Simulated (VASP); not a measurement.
# As in VASP: further runs

Runs on As. Level: PBE+D3(BJ). Tasks: single point.

Everything below comes from runs of VASP 6.6.1. Logs are shortened: lines on timing, memory, paths and dates and some standing lists are left out, and cuts for length are marked.

### Step 1. The cell of the first run

The cell holds a slab with vacuum, 4 atoms: a = 3.571 Å, b = 3.571 Å, c = 20.295 Å, α = 90.00°, β = 90.00°, γ = 120.00°.

### Step 2. Single point, PBE+D3(BJ)

INCAR reads:

```
SYSTEM = As
PREC = Accurate ; ENCUT = 520
EDIFF = 1E-6 ; ISMEAR = 0
SIGMA = 0.05 ; LREAL = .False.
LASPH = .True. ; NELM = 80
ALGO = Normal ; ISIF = 2
LWAVE = .False. ; LCHARG = .True.
LDIPOL = .True. ; IDIPOL = 3
DIPOL = 0.5 0.5 0.375 ; GGA = PE
IVDW = 12 ; LELF = .True.
LVHAR = .True. ; LVACPOTAV = .True.
NBANDS = 18
```

KPOINTS reads:

```
regular mesh
0
Gamma
  9 9 1
  0 0 0
```

POSCAR reads:

```
As
1.0
    3.5713380906      0.0000000000      0.0000000000
   -1.7856690453      3.0928695120      0.0000000000
    0.0000000000      0.0000000000     20.2952802043
As
4
Direct
    0.3333333333      0.6666666667      0.2905917062
    0.6666666667      0.3333333333      0.2217264287
    1.0000000000      0.3333333333      0.5289545203
    0.6666666667      0.6666666667      0.4600892428
```

Potentials or basis: VASP PAW PBE potentials, release 64 (As).

The run is started by

```sh
> cat potpaw_PBE.64/As/POTCAR > POTCAR
> mpirun -np 1 vasp_std > vasp.out
```

OUTCAR:

```text
SYSTEM = As
   PREC = Accurate
   ENCUT = 520
   EDIFF = 1E-6
   ISMEAR = 0
   LREAL = .False.
   LASPH = .True.
   NELM = 80
   ISIF = 2
   GGA = PE
   IVDW = 12
 IVDW          = 12

 ion  position               nearest neighbor table
   1  0.333  0.667  0.291-   2 2.49   2 2.49   2 2.49
   2  0.667  0.333  0.222-   1 2.49   1 2.49   1 2.49
   3  0.000  0.333  0.529-   4 2.49   4 2.49   4 2.49
   4  0.667  0.667  0.460-   3 2.49   3 2.49   3 2.49

  LATTYP: Found a hexagonal cell.
 ALAT       =     3.5713380906
 C/A-ratio  =     5.6828224294

  Lattice vectors:

 A1 = (   3.5713380906,   0.0000000000,   0.0000000000)
 A2 = (  -1.7856690453,   3.0928695120,   0.0000000000)
 A3 = (   0.0000000000,   0.0000000000,  20.2952802043)

Analysis of symmetry for initial positions (statically):
=====================================================================
 Subroutine PRICEL returns:
 Original cell was already a primitive cell.

 Routine SETGRP: Setting up the symmetry group for a
 hexagonal supercell.

 Subroutine GETGRP returns: Found  2 space group operations
 (whereof  1 operations were pure point group operations)
 out of a pool of 24 trial point group operations.

The static configuration has the point symmetry C_1 .
 The point group associated with its full space group is C_2 .

Analysis of symmetry for dynamics (positions and initial velocities):
=====================================================================
 Subroutine PRICEL returns:
 Original cell was already a primitive cell.

 Routine SETGRP: Setting up the symmetry group for a
 hexagonal supercell.

 Subroutine GETGRP returns: Found  2 space group operations
 (whereof  1 operations were pure point group operations)
 out of a pool of 24 trial point group operations.

The dynamic configuration has the point symmetry C_1 .
 The point group associated with its full space group is C_2 .

 Subroutine INISYM returns: Found  2 space group operations
 (whereof  1 operations are pure point group operations),
 and found     1 'primitive' translations

----------------------------------------------------------------------------------------

                                     Primitive cell

  volume of cell :     224.1752

  direct lattice vectors                    reciprocal lattice vectors
     3.571338091  0.000000000  0.000000000     0.280007094  0.161662171  0.000000000
    -1.785669045  3.092869512  0.000000000     0.000000000  0.323324342  0.000000000
     0.000000000  0.000000000 20.295280204     0.000000000  0.000000000  0.049272540

  length of vectors
     3.571338091  3.571338091 20.295280204     0.323324342  0.323324342  0.049272540

  position of ions in fractional coordinates (direct lattice)
     0.333333333  0.666666667  0.290591706
     0.666666667  0.333333333  0.221726429
     0.000000000  0.333333333  0.528954520
     0.666666667  0.666666667  0.460089243

  ion indices of the primitive-cell ions
   primitive index   ion index
                 1           1
                 2           2
                 3           3
                 4           4

----------------------------------------------------------------------------------------

 KPOINTS: regular mesh

Automatic generation of k-mesh.
 Grid dimensions read from file:
 generate k-points for:    9    9    1

 Generating k-lattice:

  Cartesian coordinates                     Fractional coordinates (reciprocal lattice)
     0.031111899  0.017962463  0.000000000     0.111111111  0.000000000  0.000000000
     0.000000000  0.035924927  0.000000000     0.000000000  0.111111111  0.000000000
     0.000000000  0.000000000  0.049272540     0.000000000  0.000000000  1.000000000

  Length of vectors
     0.035924927  0.035924927  0.049272540

  Shift w.r.t. Gamma in fractional coordinates (k-lattice)
     0.000000000  0.000000000  0.000000000

 Subroutine IBZKPT returns following result:
 ===========================================

 Found     25 irreducible k-points:

 Following reciprocal coordinates:
            Coordinates               Weight
  0.000000  0.000000  0.000000      1.000000
  0.111111  0.000000  0.000000      4.000000
  0.000000  0.111111  0.000000      2.000000
  0.222222  0.000000  0.000000      4.000000
  0.000000  0.222222  0.000000      2.000000
  0.333333  0.000000  0.000000      4.000000
[... 16 lines left out ...]
 -0.222222 -0.444444  0.000000      4.000000
  0.444444  0.333333  0.000000      4.000000
   k-points           NKPTS =     25   k-points in BZ     NKDIM =     25   number of bands    NBANDS=     18
   number of dos      NEDOS =    301   number of ions     NIONS =      4
   total plane-waves  NPLWV = 125440
   dimension x,y,z NGX =    28 NGY =   28 NGZ =  160
   dimension x,y,z NGXF=    56 NGYF=   56 NGZF=  320
   ions per type =               4
   NGX,Y,Z   is equivalent  to a cutoff of  13.03, 13.03, 13.11 a.u.
   NGXF,Y,Z  is equivalent  to a cutoff of  26.07, 26.07, 26.21 a.u.
 SYSTEM =  As
   PREC   = accura    normal or accurate (medium, high low for compatibility)
   ISTART =      0    job   : 0-new  1-cont  2-samecut
   ICHARG =      2    charge: 1-file 2-atom 10-const
   ISPIN  =      1    spin polarized calculation?
   LNONCOLLINEAR =      F non collinear calculations
   LSORBIT =      F    spin-orbit coupling
   LASPH  =      T    aspherical Exc in radial PAW
   ENCUT  =  520.0 eV  38.22 Ry    6.18 a.u.   6.64  6.64 37.74*2*pi/ulx,y,z
   NELM   =     80;   NELMIN=  2; NELMDL= -5     # of ELM steps
   EDIFF  = 0.1E-05   stopping-criterion for ELM
   LREAL  =      F    real-space projection
   EDIFFG = 0.1E-04   stopping-criterion for IOM
   NSW    =      0    number of steps for IOM
   IBRION =     -1    ionic relax: 0-MD 1-quasi-New 2-CG
   NFREE  =      0    steps in history (QN), initial steepest desc. (CG)
   ISIF   =      2    stress and relaxation
   ISYM   =      2    0-nonsym 1-usesym 2-fastsym
   POTIM  = 0.5000    time-step for ionic-motion
   TEBEG  =    0.0;   TEEND  =   0.0 temperature during run
   PSTRESS=    0.0 pullay stress
   NELECT =      20.0000    total number of electrons
   NUPDOWN=      -1.0000    fix difference up-down
   EMIN   =  10.00;   EMAX   =-10.00  energy-range for DOS
   EFERMI =   0.00;   METHOD = LEGACY
   ISMEAR =     0;   SIGMA  =   0.05  broadening in eV -4-tet -1-fermi 0-gaus
   EFERMI_NEDOS =   21; number of points for ismear=-14 and -15
   IALGO  =     38    algorithm
   IMIX   =      4    mixing-type and parameters
     AMIX     =   0.40;   BMIX     =  1.00
     AMIX_MAG =   1.60;   BMIX_MAG =  1.00
  volume/ion in A,a.u.               =      56.04       378.20
  Fermi-wavevector in a.u.,A,eV,Ry     =   0.731513  1.382360  7.280639  0.535112
  Thomas-Fermi vector in A             =   1.823749
   LORBIT       =      0    0 simple, 1 ext, 2 COOP (PROOUT), +10 PAW based schemes
   GGA     = PE    functional components
   LHFCALC =     F    Hartree Fock is set to
   AEXX    =    0.0000 exact exchange contribution
   IVDW    =    12    specifies the selected vdW correction
   LEPSILON=     F    determine dielectric tensor
   LRPA    =     F    only Hartree local field effects (RPA)
 non-spin polarized calculation
 Gauss-broadening in eV      SIGMA  =   0.05
  energy-cutoff  :      520.00
  volume of cell :      224.18
 maximum number of plane-waves:      6099
   NGX = 13   NGY = 13   NGZ = 75

 dipolmoment           0.000000      0.000000      0.000012 electrons x Angstroem

 number of electron      20.0000001 magnetization

 dipolmoment           0.000000      0.000000     -0.000001 electrons x Angstroem

 Free energy of the ion-electron system (eV)
  ---------------------------------------------------
  ext. energy  EPLUGINS =         0.00000000
  ---------------------------------------------------
  free energy    TOTEN  =       -18.61568428 eV

  energy without entropy =      -18.61568428  energy(sigma->0) =      -18.61568428

 E-fermi :  -1.0947     XC(G=0):  -4.6799

 val. band max:       -1.3527915619   @ k =   0.1111   0.1111   0.0000
 cond. band min:      -0.2969160977   @ k =   0.0000   0.3333   0.0000
 fundamental gap:      1.0558754643
 Fermi energy:        -1.0946686084

 k-point     1 :       0.0000    0.0000    0.0000
  band No.  band energies     occupation
      1     -15.2495      2.00000
      2     -15.1741      2.00000
      3      -9.1053      2.00000
      4      -8.5714      2.00000
      5      -2.8680      2.00000
      6      -1.5485      2.00000
[... 10 lines left out ...]
     17       3.2736      0.00000
     18       3.5467      0.00000

 k-point     2 :       0.1111    0.0000    0.0000
  band No.  band energies     occupation
      1     -15.0814      2.00000
      2     -15.0063      2.00000
      3      -9.0570      2.00000
      4      -8.5607      2.00000
      5      -3.0839      2.00000
      6      -2.8865      2.00000
[... 10 lines left out ...]
     17       3.4987      0.00000
     18       3.7610      0.00000

 k-point     3 :       0.0000    0.1111    0.0000
  band No.  band energies     occupation
      1     -15.0816      2.00000
      2     -15.0061      2.00000
      3      -9.0603      2.00000
      4      -8.5573      2.00000
      5      -3.0846      2.00000
      6      -2.8553      2.00000
[... 10 lines left out ...]
     17       3.4981      0.00000
     18       3.7592      0.00000

 k-point     4 :       0.2222    0.0000    0.0000
  band No.  band energies     occupation
      1     -14.5863      2.00000
      2     -14.5123      2.00000
      3      -9.0577      2.00000
      4      -8.7050      2.00000
      5      -4.7358      2.00000
      6      -4.4670      2.00000
[... 375 lines left out ...]
      4     -10.7346      2.00000
      5      -5.6882      2.00000
      6      -5.6125      2.00000
[... 10 lines left out ...]
     17       5.7510      0.00000
     18       6.0599      0.00000

 k-point    23 :      -0.2222   -0.4444    0.0000
  band No.  band energies     occupation
      1     -12.4614      2.00000
      2     -12.3832      2.00000
      3     -10.8109      2.00000
      4     -10.7272      2.00000
      5      -5.6786      2.00000
      6      -5.6144      2.00000
[... 10 lines left out ...]
     17       5.7072      0.00000
     18       5.9805      0.00000

 k-point    24 :       0.4444    0.3333    0.0000
  band No.  band energies     occupation
      1     -12.4500      2.00000
      2     -12.3938      2.00000
      3     -10.8068      2.00000
      4     -10.7312      2.00000
      5      -5.6904      2.00000
      6      -5.6108      2.00000
[... 10 lines left out ...]
     17       5.7454      0.00000
     18       6.1725      0.00000

 [... further k-points ...]

------------------------ aborting loop because EDIFF is reached ----------------------------------------

 Edisp (eV)   -1.06705

 E8    (eV) :    -0.4654

  FORCE on cell =-STRESS in cart. coord.  units (eV):
  Direction    XX          YY          ZZ          XY          YZ          ZX
  --------------------------------------------------------------------------------------
  -------------------------------------------------------------------------------------
  Total       0.37251     0.14871     0.13713     0.00000     0.00000     0.32202
  in kB       2.66233     1.06281     0.98006     0.00000     0.00000     2.30147
  external pressure =        1.57 kB  Pullay stress =        0.00 kB

 VOLUME and BASIS-vectors are now :
 -----------------------------------------------------------------------------
  energy-cutoff  :      520.00
  volume of cell :      224.18
      direct lattice vectors                 reciprocal lattice vectors
     3.571338091  0.000000000  0.000000000     0.280007094  0.161662171  0.000000000
    -1.785669045  3.092869512  0.000000000     0.000000000  0.323324342  0.000000000
     0.000000000  0.000000000 20.295280204     0.000000000  0.000000000  0.049272540

 POSITION                                       TOTAL-FORCE (eV/Angst)
 -----------------------------------------------------------------------------------
     -0.00000      2.06191      5.89764        -0.051343      0.002937      0.097307
      1.78567      1.03096      4.50000        -0.023288     -0.002937     -0.077913
     -0.59522      1.03096     10.73528         0.023288     -0.002937      0.077913
      1.19045      2.06191      9.33764         0.051343      0.002937     -0.097307
 -----------------------------------------------------------------------------------
    total drift:                               -0.000001      0.000055     -0.000013

  FREE ENERGIE OF THE ION-ELECTRON SYSTEM (eV)
  ---------------------------------------------------
  free  energy   TOTEN  =       -19.6827357077 eV

  energy  without entropy=      -19.6827357077  energy(sigma->0) =      -19.68273571

 vacuum level on the upper side and lower side of the slab         3.778         3.778
```

Run time: 2.4 min. Hardware: 1 thread of AMD EPYC 9R45 (Zen 5), shared host; peak memory 0.33 GiB.

What came out:

```
Free energy                : -19.6827 eV
Largest force              : 0.110 eV/Å
Band gap on the k mesh     : 1.06 eV, indirect (least direct gap 1.58 eV)
Dispersion energy per atom : -0.267 eV
```

Forces on the atoms (eV/Å):
```
As  -0.051  0.003  0.097
As  -0.023 -0.003 -0.078
As   0.023 -0.003  0.078
As   0.051  0.003 -0.097
```

Levels at points of the mesh, in eV from the valence-band top:
| k point | band 6 | band 7 | band 8 | band 9 | band 10 | band 11 | band 12 | band 13 | band 14 | band 15 |
| --- | --- | --- | --- | --- | --- | --- | --- | --- | --- | --- |
| (0.00, 0.00, 0.00) | -0.20 | -0.19 | -0.18 | -0.16 | -0.10 | 1.73 | 2.27 | 3.30 | 3.30 | 3.37 |

(Continued in part 2 of 3.)
